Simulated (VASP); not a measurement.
# VH (Fm-3m) in VASP: a series of runs

Runs on VH. Level: PBEsol. Tasks: single point.

All numbers are computed with VASP 6.6.1; they aren't measurements. Logs are shortened: lines on timing, memory, paths and dates and some standing lists are left out, and cuts for length are marked.

### Step 1. The cell of the first run

The structure is cubic, space group Fm-3m (No. 225). The conventional cell has a = 3.901 Å, b = 3.901 Å, c = 3.901 Å, α = 90.00°, β = 90.00°, γ = 90.00°. V (site symmetry m-3m) has 6 H at 1.95 Å within 2.6 Å. H (site symmetry m-3m) has 6 V at 1.95 Å within 2.6 Å.

### Step 2. Single point, PBEsol, collinear spin, ferromagnetic start

Input file INCAR:

```
PREC = Accurate
ENCUT = 520
EDIFF = 1E-6
ISMEAR = -1
SIGMA = 0.1
LREAL = F
LASPH = T
NELM = 150
ALGO = Normal
ISIF = 2
LWAVE = F
LCHARG = F
ISPIN = 2
MAGMOM = 1.5 0
LORBIT = 11
LMAXMIX = 4
GGA = PS
NBANDS = 18
```

Input file KPOINTS:

```
Automatic mesh
0
Gamma
  13 13 13
```

Input file POSCAR:

```
VH
1.0
    0.0000000000      1.9505740458      1.9505740458
    1.9505740458      0.0000000000      1.9505740458
    1.9505740458      1.9505740458      0.0000000000
V H
1 1
Direct
    0.0000000000      0.0000000000      0.0000000000
    0.5000000000      0.5000000000      0.5000000000
```

Potentials or basis: VASP PAW PBE potentials, release 64 (V_sv, H).

On the command line:

```
$ cat potpaw_PBE.64/V_sv/POTCAR potpaw_PBE.64/H/POTCAR > POTCAR
$ mpirun -np 1 vasp_std > vasp.out
```

OUTCAR:

```text
PREC = Accurate
   ENCUT = 520
   EDIFF = 1E-6
   ISMEAR = -1
   LREAL = F
   LASPH = T
   NELM = 150
   ISIF = 2
   ISPIN = 2
   LORBIT = 11
   GGA = PS

 ion  position               nearest neighbor table
   1  0.000  0.000  0.000-
   2  0.500  0.500  0.500-

  LATTYP: Found a face centered cubic cell.
 ALAT       =     3.9011480916

  Lattice vectors:

 A1 = (   0.0000000000,   1.9505740458,   1.9505740458)
 A2 = (   1.9505740458,   0.0000000000,   1.9505740458)
 A3 = (   1.9505740458,   1.9505740458,   0.0000000000)

Analysis of symmetry for initial positions (statically):
=====================================================================
 Subroutine PRICEL returns:
 Original cell was already a primitive cell.

 Routine SETGRP: Setting up the symmetry group for a
 face centered cubic supercell.

 Subroutine GETGRP returns: Found 48 space group operations
 (whereof 48 operations were pure point group operations)
 out of a pool of 48 trial point group operations.

The static configuration has the point symmetry O_h .

Analysis of symmetry for dynamics (positions and initial velocities):
=====================================================================
 Subroutine PRICEL returns:
 Original cell was already a primitive cell.

 Routine SETGRP: Setting up the symmetry group for a
 face centered cubic supercell.

 Subroutine GETGRP returns: Found 48 space group operations
 (whereof 48 operations were pure point group operations)
 out of a pool of 48 trial point group operations.

The dynamic configuration has the point symmetry O_h .

Analysis of structural, dynamic, and magnetic symmetry:
=====================================================================
 Subroutine PRICEL returns:
 Original cell was already a primitive cell.

 Routine SETGRP: Setting up the symmetry group for a
 face centered cubic supercell.

 Subroutine GETGRP returns: Found 48 space group operations
 (whereof 48 operations were pure point group operations)
 out of a pool of 48 trial point group operations.

The overall configuration has the point symmetry O_h .

 Subroutine INISYM returns: Found 48 space group operations
 (whereof 48 operations are pure point group operations),
 and found     1 'primitive' translations

----------------------------------------------------------------------------------------

                                     Primitive cell

  volume of cell :      14.8429

  direct lattice vectors                    reciprocal lattice vectors
     0.000000000  1.950574046  1.950574046    -0.256334796  0.256334796  0.256334796
     1.950574046  0.000000000  1.950574046     0.256334796 -0.256334796  0.256334796
     1.950574046  1.950574046  0.000000000     0.256334796  0.256334796 -0.256334796

  length of vectors
     2.758528270  2.758528270  2.758528270     0.443984890  0.443984890  0.443984890

  position of ions in fractional coordinates (direct lattice)
     0.000000000  0.000000000  0.000000000
     0.500000000  0.500000000  0.500000000

  ion indices of the primitive-cell ions
   primitive index   ion index
                 1           1
                 2           2

----------------------------------------------------------------------------------------

 KPOINTS: Automatic mesh

Automatic generation of k-mesh.
 Grid dimensions read from file:
 generate k-points for:   13   13   13

 Generating k-lattice:

  Cartesian coordinates                     Fractional coordinates (reciprocal lattice)
    -0.019718061  0.019718061  0.019718061     0.076923077  0.000000000  0.000000000
     0.019718061 -0.019718061  0.019718061     0.000000000  0.076923077  0.000000000
     0.019718061  0.019718061 -0.019718061     0.000000000  0.000000000  0.076923077

  Length of vectors
     0.034152684  0.034152684  0.034152684

  Shift w.r.t. Gamma in fractional coordinates (k-lattice)
     0.000000000  0.000000000  0.000000000

 Subroutine IBZKPT returns following result:
 ===========================================

 Found     84 irreducible k-points:

 Following reciprocal coordinates:
            Coordinates               Weight
  0.000000  0.000000  0.000000      1.000000
  0.076923  0.000000  0.000000      8.000000
  0.153846  0.000000  0.000000      8.000000
  0.230769  0.000000  0.000000      8.000000
  0.307692  0.000000  0.000000      8.000000
  0.384615  0.000000  0.000000      8.000000
[... 16 lines left out ...]
  0.384615  0.153846  0.000000     24.000000
  0.461538  0.153846  0.000000     24.000000
 [... further k-points ...]
   k-points           NKPTS =     84   k-points in BZ     NKDIM =     84   number of bands    NBANDS=     18
   number of dos      NEDOS =    301   number of ions     NIONS =      2
   total plane-waves  NPLWV =  13824
   dimension x,y,z NGX =    24 NGY =   24 NGZ =   24
   dimension x,y,z NGXF=    48 NGYF=   48 NGZF=   48
   ions per type =               1   1
   NGX,Y,Z   is equivalent  to a cutoff of  14.46, 14.46, 14.46 a.u.
   NGXF,Y,Z  is equivalent  to a cutoff of  28.93, 28.93, 28.93 a.u.
 SYSTEM =  unknown system
   PREC   = accura    normal or accurate (medium, high low for compatibility)
   ISTART =      0    job   : 0-new  1-cont  2-samecut
   ICHARG =      2    charge: 1-file 2-atom 10-const
   ISPIN  =      2    spin polarized calculation?
   LNONCOLLINEAR =      F non collinear calculations
   LSORBIT =      F    spin-orbit coupling
   LASPH  =      T    aspherical Exc in radial PAW
   ENCUT  =  520.0 eV  38.22 Ry    6.18 a.u.   5.13  5.13  5.13*2*pi/ulx,y,z
   NELM   =    150;   NELMIN=  2; NELMDL= -5     # of ELM steps
   EDIFF  = 0.1E-05   stopping-criterion for ELM
   LREAL  =      F    real-space projection
   EDIFFG = 0.1E-04   stopping-criterion for IOM
   NSW    =      0    number of steps for IOM
   IBRION =     -1    ionic relax: 0-MD 1-quasi-New 2-CG
   NFREE  =      0    steps in history (QN), initial steepest desc. (CG)
   ISIF   =      2    stress and relaxation
   ISYM   =      2    0-nonsym 1-usesym 2-fastsym
   POTIM  = 0.5000    time-step for ionic-motion
   TEBEG  =    0.0;   TEEND  =   0.0 temperature during run
   PSTRESS=    0.0 pullay stress
   NELECT =      14.0000    total number of electrons
   NUPDOWN=      -1.0000    fix difference up-down
   EMIN   =  10.00;   EMAX   =-10.00  energy-range for DOS
   EFERMI =   0.00;   METHOD = LEGACY
   ISMEAR =    -1;   SIGMA  =   0.10  broadening in eV -4-tet -1-fermi 0-gaus
   EFERMI_NEDOS =   21; number of points for ismear=-14 and -15
   IALGO  =     38    algorithm
   IMIX   =      4    mixing-type and parameters
     AMIX     =   0.40;   BMIX     =  1.00
     AMIX_MAG =   1.60;   BMIX_MAG =  1.00
  volume/ion in A,a.u.               =       7.42        50.08
  Fermi-wavevector in a.u.,A,eV,Ry     =   1.605505  3.033965 35.071019  2.577647
  Thomas-Fermi vector in A             =   2.701841
   LORBIT       =     11    0 simple, 1 ext, 2 COOP (PROOUT), +10 PAW based schemes
   GGA     = PS    functional components
   LHFCALC =     F    Hartree Fock is set to
   AEXX    =    0.0000 exact exchange contribution
   IVDW    =     0    specifies the selected vdW correction
   LEPSILON=     F    determine dielectric tensor
   LRPA    =     F    only Hartree local field effects (RPA)
 spin polarized calculation
  energy-cutoff  :      520.00
  volume of cell :       14.84
 maximum number of plane-waves:       411
 NGX is ok and might be reduce to    24
   NGX = 11   NGY = 11   NGZ = 11

 number of electron      14.0000004 magnetization      -0.0000190

 number of electron      14.0000004 magnetization       0.0002434

 Free energy of the ion-electron system (eV)
  ---------------------------------------------------
  ext. energy  EPLUGINS =         0.00000000
  ---------------------------------------------------
  free energy    TOTEN  =       -13.40861472 eV

  energy without entropy =      -13.35845985  energy(sigma->0) =      -13.38353729

 E-fermi :  10.0284     XC(G=0): -13.2227

 val. band max:       10.0082540604   @ k =  -0.4615   0.1538   0.0000
 cond. band min:      10.0295280943   @ k =   0.4615   0.1538   0.0769
 fundamental gap:      0.0212740339
 Fermi energy:        10.0283657335

 spin component 1

 k-point     1 :       0.0000    0.0000    0.0000
  band No.  band energies     occupation
      1     -53.8340      1.00000
      2     -27.4025      1.00000
      3     -27.4025      1.00000
      4     -27.4025      1.00000
      5      -0.5914      1.00000
      6       9.9602      0.66420
[... 10 lines left out ...]
     17      35.9080      0.00000
     18      35.9080      0.00000

 k-point     2 :       0.0769    0.0000    0.0000
  band No.  band energies     occupation
      1     -53.8262      1.00000
      2     -27.4460      1.00000
      3     -27.4076      1.00000
      4     -27.4076      1.00000
      5      -0.4001      1.00000
      6       9.8330      0.87589
[... 10 lines left out ...]
     17      35.8243      0.00000
     18      36.1322      0.00000

 k-point     3 :       0.1538    0.0000    0.0000
  band No.  band energies     occupation
      1     -53.8048      1.00000
      2     -27.5656      1.00000
      3     -27.4217      1.00000
      4     -27.4217      1.00000
      5       0.1546      1.00000
      6       9.4708      0.99623
[... 412 lines left out ...]
 k-point    23 :       0.3846    0.1538    0.0000
  band No.  band energies     occupation
      1     -53.7156      1.00000
      2     -27.9405      1.00000
      3     -27.5350      1.00000
      4     -27.5228      1.00000
      5       2.6490      1.00000
      6       7.9154      1.00000
[... 10 lines left out ...]
     17      35.7110      0.00000
     18      41.0094      0.00000

 k-point    24 :       0.4615    0.1538    0.0000
  band No.  band energies     occupation
      1     -53.6946      1.00000
      2     -28.0374      1.00000
      3     -27.5686      1.00000
      4     -27.5280      1.00000
      5       3.5581      1.00000
      6       7.2118      1.00000
[... 10 lines left out ...]
     17      37.2339      0.00000
     18      42.0140      0.00000

 [... further k-points ...]

 spin component 2

 k-point     1 :       0.0000    0.0000    0.0000
  band No.  band energies     occupation
      1     -53.8337      1.00000
      2     -27.4021      1.00000
      3     -27.4021      1.00000
      4     -27.4021      1.00000
      5      -0.5912      1.00000
      6       9.9603      0.66395
[... 10 lines left out ...]
     17      35.9085      0.00000
     18      35.9085      0.00000

 k-point     2 :       0.0769    0.0000    0.0000
  band No.  band energies     occupation
      1     -53.8259      1.00000
      2     -27.4456      1.00000
      3     -27.4072      1.00000
      4     -27.4072      1.00000
      5      -0.3999      1.00000
      6       9.8331      0.87577
[... 10 lines left out ...]
     17      35.8248      0.00000
     18      36.1326      0.00000

 k-point     3 :       0.1538    0.0000    0.0000
  band No.  band energies     occupation
      1     -53.8045      1.00000
      2     -27.5652      1.00000
      3     -27.4213      1.00000
      4     -27.4213      1.00000
      5       0.1548      1.00000
      6       9.4709      0.99622
[... 412 lines left out ...]
 k-point    23 :       0.3846    0.1538    0.0000
  band No.  band energies     occupation
      1     -53.7153      1.00000
      2     -27.9401      1.00000
      3     -27.5346      1.00000
      4     -27.5225      1.00000
      5       2.6492      1.00000
      6       7.9155      1.00000
[... 10 lines left out ...]
     17      35.7114      0.00000
     18      41.0096      0.00000

 k-point    24 :       0.4615    0.1538    0.0000
  band No.  band energies     occupation
      1     -53.6943      1.00000
      2     -28.0371      1.00000
      3     -27.5682      1.00000
      4     -27.5277      1.00000
      5       3.5582      1.00000
      6       7.2119      1.00000
[... 10 lines left out ...]
     17      37.2339      0.00000
     18      42.0141      0.00000

 [... further k-points ...]

------------------------ aborting loop because EDIFF is reached ----------------------------------------

  FORCE on cell =-STRESS in cart. coord.  units (eV):
  Direction    XX          YY          ZZ          XY          YZ          ZX
  --------------------------------------------------------------------------------------
  -------------------------------------------------------------------------------------
  Total        0.0376962      0.0376962      0.0376962      0.0000000     -0.0000000      0.0000000
  in kB        4.0690320      4.0690320      4.0690320      0.0000000     -0.0000000      0.0000000
  external PRESSURE =       4.0690320 kB  Pullay stress =       0.0000000 kB

 VOLUME and BASIS-vectors are now :
 -----------------------------------------------------------------------------
  energy-cutoff  :      520.00
  volume of cell :       14.84
      direct lattice vectors                 reciprocal lattice vectors
     0.000000000  1.950574046  1.950574046    -0.256334796  0.256334796  0.256334796
     1.950574046  0.000000000  1.950574046     0.256334796 -0.256334796  0.256334796
     1.950574046  1.950574046  0.000000000     0.256334796  0.256334796 -0.256334796

 POSITION                                       TOTAL-FORCE (eV/Angst)
 -----------------------------------------------------------------------------------
      0.00000      0.00000      0.00000         0.000000     -0.000000     -0.000000
      1.95057      1.95057      1.95057        -0.000000      0.000000      0.000000
 -----------------------------------------------------------------------------------
    total drift:                                0.000000     -0.000000     -0.000000

  FREE ENERGIE OF THE ION-ELECTRON SYSTEM (eV)
  ---------------------------------------------------
  free  energy   TOTEN  =       -13.4086147227 eV

  energy  without entropy=      -13.3584598477  energy(sigma->0) =      -13.38353729

 total charge

# of ion       s       p       d       tot
------------------------------------------
    1        2.278   6.251   3.163  11.692
    2        0.539   0.032   0.000   0.571
--------------------------------------------------
tot          2.817   6.283   3.163  12.263

 magnetization (x)

# of ion       s       p       d       tot
------------------------------------------
    1        0.000   0.000   0.000   0.000
    2       -0.000   0.000   0.000  -0.000
--------------------------------------------------
tot         -0.000   0.000   0.000   0.000
```

It took 40 s on 1 thread of AMD EPYC 7R13 (Zen 3), shared host; peak memory 0.14 GiB.

Results:

* Free energy: -13.4086 eV
* Pressure: 0.4 GPa
* Band gap on the k mesh: zero (filled and empty bands overlap)
* Net moment: 0.00 μB per cell
* Valence electrons inside the program's atomic spheres: V 11.69; H 0.57

Levels at points of the mesh, in eV from the Fermi level:
Spin up:
```tsv
k point	band 3	band 4	band 5	band 6	band 7	band 8	band 9	band 10	band 11	band 12
(0.00, 0.00, 0.00)	-37.43	-37.43	-10.62	-0.07	-0.07	-0.07	1.47	1.47	13.02	16.61
```
Spin down:
```
           k point  band 4  band 5  band 6  band 7  band 8  band 9  band 10  band 11
(0.00, 0.00, 0.00)  -37.43  -10.62   -0.07   -0.07   -0.07    1.47     1.47    13.02
```

Caveat: the moments typed at the start vanished in this run; the PAW data sets were made with another functional, which shifts forces and pressure a little.

[end of part 1 of 3]

The gap in the log of VASP goes by the Fermi energy; the results here count the filled bands.